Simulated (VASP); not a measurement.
# GaP (F-43m) in VASP: notebook

The runs below take GaP through relaxation of cell and atoms, relaxation of the atoms, with PBEsol, LDA, r2SCAN.

All numbers are computed with VASP 6.6.1; they aren't measurements. Logs are shortened: lines on timing, memory, paths and dates and some standing lists are left out, and cuts for length are marked.

### 1 The cell of the first run

The structure is cubic, space group F-43m (No. 216). Conventional cell: a = 5.451 Å, b = 5.451 Å, c = 5.451 Å, α = 90.00°, β = 90.00°, γ = 90.00°. Ga (site symmetry -43m) has 4 P at 2.36 Å within 3.1 Å. P (site symmetry -43m) has 4 Ga at 2.36 Å within 3.1 Å.

### 2 Relaxation of cell and atoms, PBEsol

The input, INCAR:

```
PREC = Accurate ; ENCUT = 600
EDIFF = 1E-6 ; ISMEAR = -1
SIGMA = 0.02 ; LREAL = F
LASPH = T ; NELM = 80
ALGO = Normal ; ISIF = 3
LWAVE = F ; LCHARG = F
GGA = PS ; IBRION = 2
NSW = 80 ; EDIFFG = -0.01
```

The input, KPOINTS:

```
regular mesh
0
Gamma
  8 8 8
```

The input, POSCAR:

```
GaP
1.0
    0.0000000000      2.7252500000      2.7252500000
    2.7252500000      0.0000000000      2.7252500000
    2.7252500000      2.7252500000      0.0000000000
Ga P
1 1
Direct
    0.0000000000      0.0000000000      0.0000000000
    0.2500000000      0.2500000000      0.2500000000
```

Potentials or basis: VASP PAW PBE potentials, release 64 (Ga_d, P).

On the command line:

```sh
$ cat potpaw_PBE.64/Ga_d/POTCAR potpaw_PBE.64/P/POTCAR > POTCAR
$ mpirun -np 1 vasp_std > vasp.out
```

OUTCAR:

```text
PREC = Accurate
   ENCUT = 600
   EDIFF = 1E-6
   ISMEAR = -1
   LREAL = F
   LASPH = T
   NELM = 80
   ISIF = 3
   GGA = PS
   IBRION = 2
   NSW = 80
   EDIFFG = -0.01

 ion  position               nearest neighbor table
   1  0.000  0.000  0.000-   2 2.36   2 2.36   2 2.36   2 2.36
   2  0.250  0.250  0.250-   1 2.36   1 2.36   1 2.36   1 2.36

  LATTYP: Found a face centered cubic cell.
 ALAT       =     5.4505000000

  Lattice vectors:

 A1 = (   0.0000000000,   2.7252500000,   2.7252500000)
 A2 = (   2.7252500000,   0.0000000000,   2.7252500000)
 A3 = (   2.7252500000,   2.7252500000,   0.0000000000)

Analysis of symmetry for initial positions (statically):
=====================================================================
 Subroutine PRICEL returns:
 Original cell was already a primitive cell.

 Routine SETGRP: Setting up the symmetry group for a
 face centered cubic supercell.

 Subroutine GETGRP returns: Found 24 space group operations
 (whereof 24 operations were pure point group operations)
 out of a pool of 48 trial point group operations.

The static configuration has the point symmetry T_d .

Analysis of symmetry for dynamics (positions and initial velocities):
=====================================================================
 Subroutine PRICEL returns:
 Original cell was already a primitive cell.

 Routine SETGRP: Setting up the symmetry group for a
 face centered cubic supercell.

 Subroutine GETGRP returns: Found 24 space group operations
 (whereof 24 operations were pure point group operations)
 out of a pool of 48 trial point group operations.

The dynamic configuration has the point symmetry T_d .

 Subroutine INISYM returns: Found 24 space group operations
 (whereof 24 operations are pure point group operations),
 and found     1 'primitive' translations

----------------------------------------------------------------------------------------

                                     Primitive cell

  volume of cell :      40.4808

  direct lattice vectors                    reciprocal lattice vectors
     0.000000000  2.725250000  2.725250000    -0.183469406  0.183469406  0.183469406
     2.725250000  0.000000000  2.725250000     0.183469406 -0.183469406  0.183469406
     2.725250000  2.725250000  0.000000000     0.183469406  0.183469406 -0.183469406

  length of vectors
     3.854085511  3.854085511  3.854085511     0.317778334  0.317778334  0.317778334

  position of ions in fractional coordinates (direct lattice)
     0.000000000  0.000000000  0.000000000
     0.250000000  0.250000000  0.250000000

  ion indices of the primitive-cell ions
   primitive index   ion index
                 1           1
                 2           2

----------------------------------------------------------------------------------------

 KPOINTS: regular mesh

Automatic generation of k-mesh.
 Grid dimensions read from file:
 generate k-points for:    8    8    8

 Generating k-lattice:

  Cartesian coordinates                     Fractional coordinates (reciprocal lattice)
    -0.022933676  0.022933676  0.022933676     0.125000000  0.000000000  0.000000000
     0.022933676 -0.022933676  0.022933676     0.000000000  0.125000000  0.000000000
     0.022933676  0.022933676 -0.022933676     0.000000000  0.000000000  0.125000000

  Length of vectors
     0.039722292  0.039722292  0.039722292

  Shift w.r.t. Gamma in fractional coordinates (k-lattice)
     0.000000000  0.000000000  0.000000000

 Subroutine IBZKPT returns following result:
 ===========================================

 Found     29 irreducible k-points:

 Following reciprocal coordinates:
            Coordinates               Weight
  0.000000  0.000000  0.000000      1.000000
  0.125000  0.000000  0.000000      8.000000
  0.250000  0.000000  0.000000      8.000000
  0.375000  0.000000  0.000000      8.000000
  0.500000  0.000000  0.000000      4.000000
  0.125000  0.125000  0.000000      6.000000
[... 16 lines left out ...]
  0.500000  0.250000  0.125000     48.000000
 -0.375000  0.250000  0.125000     24.000000
 [... further k-points ...]
   k-points           NKPTS =     29   k-points in BZ     NKDIM =     29   number of bands    NBANDS=     13
   number of dos      NEDOS =    301   number of ions     NIONS =      2
   total plane-waves  NPLWV =  32768
   dimension x,y,z NGX =    32 NGY =   32 NGZ =   32
   dimension x,y,z NGXF=    64 NGYF=   64 NGZF=   64
   ions per type =               1   1
   NGX,Y,Z   is equivalent  to a cutoff of  13.80, 13.80, 13.80 a.u.
   NGXF,Y,Z  is equivalent  to a cutoff of  27.61, 27.61, 27.61 a.u.
 SYSTEM =  unknown system
   PREC   = accura    normal or accurate (medium, high low for compatibility)
   ISTART =      0    job   : 0-new  1-cont  2-samecut
   ICHARG =      2    charge: 1-file 2-atom 10-const
   ISPIN  =      1    spin polarized calculation?
   LNONCOLLINEAR =      F non collinear calculations
   LSORBIT =      F    spin-orbit coupling
   LASPH  =      T    aspherical Exc in radial PAW
   ENCUT  =  600.0 eV  44.10 Ry    6.64 a.u.   7.70  7.70  7.70*2*pi/ulx,y,z
   NELM   =     80;   NELMIN=  2; NELMDL= -5     # of ELM steps
   EDIFF  = 0.1E-05   stopping-criterion for ELM
   LREAL  =      F    real-space projection
   EDIFFG = -.1E-01   stopping-criterion for IOM
   NSW    =     80    number of steps for IOM
   IBRION =      2    ionic relax: 0-MD 1-quasi-New 2-CG
   NFREE  =      1    steps in history (QN), initial steepest desc. (CG)
   ISIF   =      3    stress and relaxation
   ISYM   =      2    0-nonsym 1-usesym 2-fastsym
   POTIM  = 0.5000    time-step for ionic-motion
   TEBEG  =    0.0;   TEEND  =   0.0 temperature during run
   PSTRESS=    0.0 pullay stress
   NELECT =      18.0000    total number of electrons
   NUPDOWN=      -1.0000    fix difference up-down
   EMIN   =  10.00;   EMAX   =-10.00  energy-range for DOS
   EFERMI =   0.00;   METHOD = LEGACY
   ISMEAR =    -1;   SIGMA  =   0.02  broadening in eV -4-tet -1-fermi 0-gaus
   EFERMI_NEDOS =   21; number of points for ismear=-14 and -15
   IALGO  =     38    algorithm
   IMIX   =      4    mixing-type and parameters
     AMIX     =   0.40;   BMIX     =  1.00
     AMIX_MAG =   1.60;   BMIX_MAG =  1.00
  volume/ion in A,a.u.               =      20.24       136.59
  Fermi-wavevector in a.u.,A,eV,Ry     =   1.249538  2.361284 21.243377  1.561344
  Thomas-Fermi vector in A             =   2.383574
   LORBIT       =      0    0 simple, 1 ext, 2 COOP (PROOUT), +10 PAW based schemes
   GGA     = PS    functional components
   LHFCALC =     F    Hartree Fock is set to
   AEXX    =    0.0000 exact exchange contribution
   IVDW    =     0    specifies the selected vdW correction
   LEPSILON=     F    determine dielectric tensor
   LRPA    =     F    only Hartree local field effects (RPA)
 conjugate gradient relaxation of ions
 non-spin polarized calculation
  energy-cutoff  :      600.00
  volume of cell :       40.48
 maximum number of plane-waves:      1365
   NGX = 15   NGY = 15   NGZ = 15

--------------------------------------- Ionic step        1  -------------------------------------------

 number of electron      18.0000003 magnetization

 Free energy of the ion-electron system (eV)
  ---------------------------------------------------
  ext. energy  EPLUGINS =         0.00000000
  ---------------------------------------------------
  free energy    TOTEN  =        -9.92055553 eV

  energy without entropy =       -9.92055553  energy(sigma->0) =       -9.92055553

------------------------ aborting loop because EDIFF is reached ----------------------------------------

  FORCE on cell =-STRESS in cart. coord.  units (eV):
  Direction    XX          YY          ZZ          XY          YZ          ZX
  --------------------------------------------------------------------------------------
  -------------------------------------------------------------------------------------
  Total       -0.1619797     -0.1619797     -0.1619797      0.0000000      0.0000000     -0.0000000
  in kB       -6.4109469     -6.4109469     -6.4109469      0.0000000      0.0000000     -0.0000000
  external PRESSURE =      -6.4109469 kB  Pullay stress =       0.0000000 kB
[... 57 lines left out ...]
  energy  without entropy=       -9.9209680999  energy(sigma->0) =       -9.92096810

--------------------------------------- Ionic step        3  -------------------------------------------

 number of electron      18.0000006 magnetization

 Free energy of the ion-electron system (eV)
  ---------------------------------------------------
  ext. energy  EPLUGINS =         0.00000000
  ---------------------------------------------------
  free energy    TOTEN  =        -9.92115721 eV

  energy without entropy =       -9.92115721  energy(sigma->0) =       -9.92115721

 E-fermi :   5.0225     XC(G=0): -10.0553

 val. band max:        4.6457692647   @ k =   0.0000   0.0000   0.0000
 cond. band min:       6.1468775493   @ k =   0.5000   0.5000   0.0000
 fundamental gap:      1.5011082845
 Fermi energy:         5.0224824300

 k-point     1 :       0.0000    0.0000    0.0000
  band No.  band energies     occupation
      1      -9.9088      2.00000
      2      -9.9088      2.00000
      3      -9.9088      2.00000
      4      -9.8057      2.00000
      5      -9.8057      2.00000
      6      -7.9354      2.00000
      7       4.6458      2.00000
      8       4.6458      2.00000
      9       4.6458      2.00000
     10       6.4582      0.00000
     11       8.4705      0.00000
     12       8.4705      0.00000
     13       8.4705      0.00000
[... 353 lines left out ...]
 k-point    24 :      -0.3750    0.2500    0.1250
  band No.  band energies     occupation
      1     -10.0000      2.00000
      2      -9.8770      2.00000
      3      -9.8643      2.00000
      4      -9.8113      2.00000
      5      -9.7982      2.00000
      6      -5.4051      2.00000
      7      -1.8637      2.00000
      8       1.3771      2.00000
      9       2.6631      2.00000
     10       8.0610      0.00000
     11       8.8339      0.00000
     12      11.0770      0.00000
     13      12.5057      0.00000

 [... further k-points ...]
[... 5 lines left out ...]
  --------------------------------------------------------------------------------------
  -------------------------------------------------------------------------------------
  Total       -0.0082515     -0.0082515     -0.0082515      0.0000000      0.0000000      0.0000000
  in kB       -0.3290532     -0.3290532     -0.3290532      0.0000000      0.0000000      0.0000000
  external PRESSURE =      -0.3290532 kB  Pullay stress =       0.0000000 kB
[... 17 lines left out ...]
  FREE ENERGIE OF THE ION-ELECTRON SYSTEM (eV)
  ---------------------------------------------------
  free  energy   TOTEN  =        -9.9211572077 eV

  energy  without entropy=       -9.9211572076  energy(sigma->0) =       -9.92115721

 reached required accuracy - stopping structural energy minimisation
```

Run time: 22 s. Hardware: 1 thread of AMD EPYC 9R45 (Zen 5), shared host; peak memory 0.16 GiB.

Results:

```
Free energy                           : -9.9212 eV
Relaxed volume                        : 20.09 Å³/atom
Relaxed cell                          : a = 3.844 Å, b = 3.844 Å, c = 3.844 Å, α = 60.00°, β = 60.00°, γ = 60.00°
Space group after relaxing (to 0.1 Å) : F-43m (No. 216)
Energy gained by relaxing             : 0.3 meV/atom
Ionic steps                           : 3
Pressure after relaxing               : 0.0 GPa
Band gap on the k mesh                : 1.50 eV (least direct gap 1.81 eV)
```

Step by step:
| step | energy change (eV) | largest force (eV/Å) | pressure (GPa) | volume (Å³) |
| --- | --- | --- | --- | --- |
| 1 | 0.0000 | 0.0000 | -0.64 | 40.48 |
| 2 | -0.0004 | 0.0000 | 0.43 | 40.01 |
| 3 | -0.0006 | 0.0000 | -0.03 | 40.18 |

Final structure:
```
Ga P
1.0
     0.00000    2.71842    2.71842
     2.71842    0.00000    2.71842
     2.71842    2.71842    0.00000
Ga P
1 1
Direct
  0.00000 0.00000 0.00000
  0.25000 0.25000 0.25000
```

Caveat: the PAW data sets were made with another functional, which shifts forces and pressure a little.

### 3 Relaxation of cell and atoms, LDA

The input, INCAR:

```
SYSTEM = GaP
ALGO = Normal
EDIFF = 1E-6
EDIFFG = -0.01
ENCUT = 600
IBRION = 2
ISIF = 3
ISMEAR = -1
LASPH = .True.
LCHARG = .False.
LREAL = .False.
LWAVE = .False.
NELM = 80
NSW = 80
PREC = Accurate
SIGMA = 0.02
```

The input, KPOINTS:

```
k-points
0
Gamma
  8 8 8
  0 0 0
```

POSCAR is that of step 2.

Potentials or basis: VASP PAW LDA potentials, release 64 (Ga_d, P).

On the command line:

```sh
$ cat potpaw_LDA.64/Ga_d/POTCAR potpaw_LDA.64/P/POTCAR > POTCAR
$ mpirun -np 1 vasp_std > vasp.out
```

It took 20 s on 1 thread of AMD EPYC 9R45 (Zen 5), shared host; peak memory 0.14 GiB.

Results (log left out):

```
Free energy                           : -10.4511 eV
Relaxed volume                        : 19.61 Å³/atom
Relaxed cell                          : a = 3.814 Å, b = 3.814 Å, c = 3.814 Å, α = 60.00°, β = 60.00°, γ = 60.00°
Space group after relaxing (to 0.1 Å) : F-43m (No. 216)
Energy gained by relaxing             : 5.4 meV/atom
Ionic steps                           : 3
Pressure after relaxing               : -0.1 GPa
Band gap on the k mesh                : 1.43 eV (least direct gap 1.90 eV)
```

The path:
```csv
step,energy change (eV),largest force (eV/Å),pressure (GPa),volume (Å³)
1,0.0000,0.0000,-2.68,40.48
2,-0.0073,0.0000,1.68,38.53
3,-0.0108,0.0000,-0.07,39.22
```

Final structure:
```cif
data_structure
_symmetry_space_group_name_H-M 'P 1'
_symmetry_Int_Tables_number 1
_cell_length_a 3.8137
_cell_length_b 3.8137
_cell_length_c 3.8137
_cell_angle_alpha 60.000
_cell_angle_beta 60.000
_cell_angle_gamma 60.000
_cell_volume 39.22
loop_
_atom_site_label
_atom_site_type_symbol
_atom_site_fract_x
_atom_site_fract_y
_atom_site_fract_z
_atom_site_occupancy
Ga1 Ga 0.00000 0.00000 0.00000 1
P1 P 0.25000 0.25000 0.25000 1
```

Levels at points of the mesh, in eV from the valence-band top:
| k point | band 6 | band 7 | band 8 | band 9 | band 10 | band 11 | band 12 | band 13 |
| --- | --- | --- | --- | --- | --- | --- | --- | --- |
| (0.00, 0.00, 0.00) | -12.75 | 0.00 | 0.00 | 0.00 | 1.90 | 3.78 | 3.78 | 3.78 |
| (0.50, 0.00, 0.00) | -10.56 | -6.89 | -1.18 | -1.18 | 1.61 | 4.62 | 4.62 | 8.11 |
| (0.50, 0.50, 0.00) | -9.60 | -6.99 | -2.82 | -2.82 | 1.43 | 1.65 | 10.69 | 10.69 |

(Part 1 of 3 ends here.)
